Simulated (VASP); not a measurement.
# Mg8HO8 (a cell with a defect) in VASP: notebook, part 2 of 2

VASP 6.6.1.

**3. Single point, PBE**

File INCAR:

```
SYSTEM = Mg8HO8
PREC = Accurate
ENCUT = 520
EDIFF = 1E-6
ISMEAR = 0
SIGMA = 0.05
LREAL = Auto
LASPH = .True.
NELM = 60
ALGO = Normal
ISIF = 2
LWAVE = .False.
LCHARG = .False.
GGA = PE
NBANDS = 46
NELECT = 64.0
```

File KPOINTS:

```
Automatic mesh
0
Gamma
  2 2 2
  0 0 0
```

File POSCAR:

```
Mg8HO8
1.0
    0.0000000000      4.2110000000      4.2110000000
    4.2110000000      0.0000000000      4.2110000000
    4.2110000000      4.2110000000      0.0000000000
Mg O H
8 8 1
Direct
    0.0044229399     -0.0008026597      0.0063972928
    0.0349669912      0.0079012111      0.4866568511
    0.0087024460      0.4995347898      0.0099202090
    0.0091186179      0.4995332463      0.4990628117
    0.4870921396      0.0078147708      0.0323904061
    0.4916738304      0.0071081691      0.4933891000
    0.4976859416      0.4994468060      0.0105040370
    0.5071071005      0.4938169081      0.5082688198
    0.2537150321      0.2591429589      0.2535699359
    0.2572067205      0.2455852529      0.7577932795
    0.2561683686      0.7504547613      0.2570059368
    0.2567723819      0.7500939207      0.7537472097
    0.7565780100      0.2442747566      0.2602469722
    0.7556028259      0.2412706008      0.7562261933
    0.7524204464      0.7500155545      0.2578597720
    0.7560540252      0.7469250772      0.7571024697
    0.7018177393     -0.0522193066      0.6943513417
```

Potentials or basis: VASP PAW PBE potentials, release 64 (Mg, O, H).

Launch:

```sh
$ cat potpaw_PBE.64/Mg/POTCAR potpaw_PBE.64/O/POTCAR potpaw_PBE.64/H/POTCAR > POTCAR
$ mpirun -np 1 vasp_std > vasp.out
```

OUTCAR:

```text
SYSTEM = Mg8HO8
   PREC = Accurate
   ENCUT = 520
   EDIFF = 1E-6
   ISMEAR = 0
   LREAL = Auto
   LASPH = .True.
   NELM = 60
   ISIF = 2
   GGA = PE
   NELECT = 64.0

 ion  position               nearest neighbor table
   1  0.004  0.999  0.006-  13 2.10  14 2.10  10 2.10  15 2.11  12 2.11  11 2.12   3 2.95   4 2.95
                             7 2.96   6 2.98   6 2.98   5 2.98   5 2.98   2 2.98   2 2.98   7 3.00
   2  0.035  0.008  0.487-  17 1.85   9 1.98  11 2.06  12 2.06  14 2.13  13 2.13  16 2.27   5 2.70
                             6 2.74   3 2.89   4 2.89   8 2.94   1 2.98   1 2.98   8 3.02   4 3.07
   3  0.009  0.500  0.010-   9 2.06  15 2.10  12 2.10  16 2.13  10 2.13  13 2.14   2 2.89   5 2.89
                             7 2.91   4 2.91   1 2.95   8 2.98   8 2.98   1 3.00   4 3.04   7 3.04
   4  0.009  0.500  0.499-   9 2.05  15 2.10  11 2.10  16 2.13  10 2.13  14 2.16   2 2.89   6 2.90
                             7 2.91   3 2.91   1 2.95   8 2.98   8 2.98   1 3.00   3 3.04   7 3.05
   5  0.487  0.008  0.032-  17 1.87   9 1.99  11 2.06  15 2.07  14 2.12  10 2.13  16 2.26   2 2.70
                             6 2.76   3 2.89   7 2.90   8 2.95   1 2.98   1 2.98   8 3.01   7 3.06
   6  0.492  0.007  0.493-  17 1.94   9 2.01  12 2.07  15 2.08  13 2.12  10 2.12  16 2.22   2 2.74
                             5 2.76   4 2.90   7 2.90   8 2.97   1 2.98   1 2.98   8 2.99   7 3.05
[... 225 lines left out ...]
      6     -12.4288      2.00000
[... 365 lines left out ...]
     43      14.7577      0.00000
     44      14.9384      0.00000
 [bands above 44 left out]

------------------------ aborting loop because EDIFF is reached ----------------------------------------

  FORCE on cell =-STRESS in cart. coord.  units (eV):
  Direction    XX          YY          ZZ          XY          YZ          ZX
  --------------------------------------------------------------------------------------
  -------------------------------------------------------------------------------------
  Total        0.4373222     -0.2829144      0.7784364      1.4751981      1.7130274     -2.3875335
  in kB        4.6916589     -3.0351478      8.3511829     15.8261472     18.3776165    -25.6138189
  external PRESSURE =       3.3358980 kB  Pullay stress =       0.0000000 kB

 VOLUME and BASIS-vectors are now :
 -----------------------------------------------------------------------------
  energy-cutoff  :      520.00
  volume of cell :      149.34
      direct lattice vectors                 reciprocal lattice vectors
     0.000000000  4.211000000  4.211000000    -0.118736642  0.118736642  0.118736642
     4.211000000  0.000000000  4.211000000     0.118736642 -0.118736642  0.118736642
     4.211000000  4.211000000  0.000000000     0.118736642  0.118736642 -0.118736642

 POSITION                                       TOTAL-FORCE (eV/Angst)
 -----------------------------------------------------------------------------------
      4.23456      0.04556      4.22624        -0.008045      0.016524      0.006457
      2.08258      2.19656      0.18052         0.009770      0.007218      0.005479
      2.14531      0.07842      2.14019         0.005452      0.015816      0.012462
      4.20509      2.13995      2.14193        -0.012151      0.004714      0.006123
      0.16930      2.18754      2.08405         0.018596      0.027529      0.006241
      2.10759      4.14810      2.10037        -0.025836     -0.032270     -0.010888
[... 9 lines left out ...]
      6.33346      6.37190      6.32905        -0.075224      0.072339     -0.083260
      6.91502      5.87927      6.94646         0.092245     -0.193378      0.003190
 -----------------------------------------------------------------------------------
    total drift:                               -0.007964      0.002742     -0.003888

  FREE ENERGIE OF THE ION-ELECTRON SYSTEM (eV)
  ---------------------------------------------------
  free  energy   TOTEN  =      -102.1322514538 eV

  energy  without entropy=     -102.1322514538  energy(sigma->0) =     -102.13225145
```

stdout:

```text
POSCAR found type information on POSCAR MgO H
 POSCAR found :  3 types and      17 ions
 scaLAPACK will be used
 LDA part: xc-table for (Slater+PW92), standard interpolation
 POSCAR, INCAR and KPOINTS ok, starting setup
 FFT: planning ... GRIDC
 FFT: planning ... GRID_SOFT
 FFT: planning ... GRID
 WAVECAR not read
 entering main loop
 the old and the new charge density differ
 old charge density:    65.00000 new   64.00000
    0.199E+01
```

Wall time 68 s (1 thread of Intel Xeon 6975P-C (Granite Rapids), shared host); peak memory 0.33 GiB.

What came out:

* Free energy: -102.1323 eV
* Largest force: 0.214 eV/Å

Forces on the atoms (eV/Å):
```
Mg  -0.008  0.017  0.006
Mg   0.010  0.007  0.005
Mg   0.005  0.016  0.012
Mg  -0.012  0.005  0.006
Mg   0.019  0.028  0.006
Mg  -0.026 -0.032 -0.011
Mg  -0.002  0.004 -0.001
Mg   0.008  0.002  0.010
O    0.006 -0.002  0.005
O   -0.022  0.026  0.009
O   -0.003  0.014  0.002
O   -0.002  0.007  0.000
O    0.001  0.011  0.004
O    0.014  0.011  0.020
O   -0.005  0.009  0.005
O   -0.075  0.072 -0.083
H    0.092 -0.193  0.003
```

Caveat: the k points lie up to 0.65 Å⁻¹ apart; the cell carries a net charge on a neutralising background, which shifts energy and pressure; the cell is charged against a uniform background, so pressure and absolute levels hang on convention.
